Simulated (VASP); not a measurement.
**SnSe2: single point with PBE+D3(BJ)**

System: SnSe2, a slab with vacuum.

```xyz
12
Lattice="7.6781 0.0000 0.0000 -3.8390 6.6494 0.0000 0.0000 0.0000 24.2305" Properties=species:S:1:pos:R:3 pbc="T T T"
Se    1.9195    1.1082    8.0000
Se    0.0000    4.4330    8.0000
Se    5.7586    1.1082    8.0000
Se    3.8390    4.4330    8.0000
Se    0.0022    2.2155   11.1907
Se   -1.9164    5.5424   11.1902
Se    3.8400    2.2178   11.1903
Se    1.9165    5.5382   11.1863
Sn   -0.0006   -0.0015    9.5964
Sn   -1.9184    3.3255    9.5953
Sn    3.8396   -0.0005    9.5942
Sn    1.9193    3.3250    9.5942
```

```json
{
  "Program": "VASP 6.6.1",
  "Task": "single point",
  "Functional": "PBE",
  "Dispersion": "D3(BJ)",
  "Potentials or basis": "VASP PAW PBE potentials, release 64 (Se, Sn_d)",
  "Cutoff": "520 eV",
  "k mesh": "3 × 3 × 1",
  "Occupations": "gaussian, width 0.05 eV",
  "Spin": "no spin polarisation",
  "Dipole correction": "yes",
  "Further INCAR settings": "ALGO = Normal; EDIFF = 1e-06; NBANDS = 64"
}
```

* Largest force: 0.048 eV/Å
* Band gap on the k mesh: 0.79 eV
* Dispersion energy per atom: -0.251 eV
* Ionisation potential of the upper face: 6.00 eV

Forces on the atoms (eV/Å):
```
Se  -0.003 -0.003 -0.011
Se  -0.003 -0.003 -0.023
Se   0.005  0.001 -0.009
Se   0.005  0.002 -0.013
Se  -0.010 -0.001  0.009
Se  -0.013 -0.006  0.016
Se   0.002 -0.002  0.007
Se   0.013  0.011  0.045
Sn   0.010  0.012 -0.011
Sn  -0.004 -0.010  0.005
Sn  -0.009  0.021 -0.009
Sn   0.006 -0.022 -0.006
```

Levels at points of the mesh, in eV from the valence-band top:
| k point | band 50 | band 51 | band 52 | band 53 | band 54 | band 55 |
| --- | --- | --- | --- | --- | --- | --- |
| (0.00, 0.00, 0.00) | -0.32 | -0.07 | -0.07 | 0.79 | 0.79 | 0.80 |

It took 31 min on 1 thread of Intel Xeon 8259CL, with other jobs on the host, peak memory 1.3 GiB.

Caveat: spin-orbit coupling is left out, which moves the levels of the heavy elements.
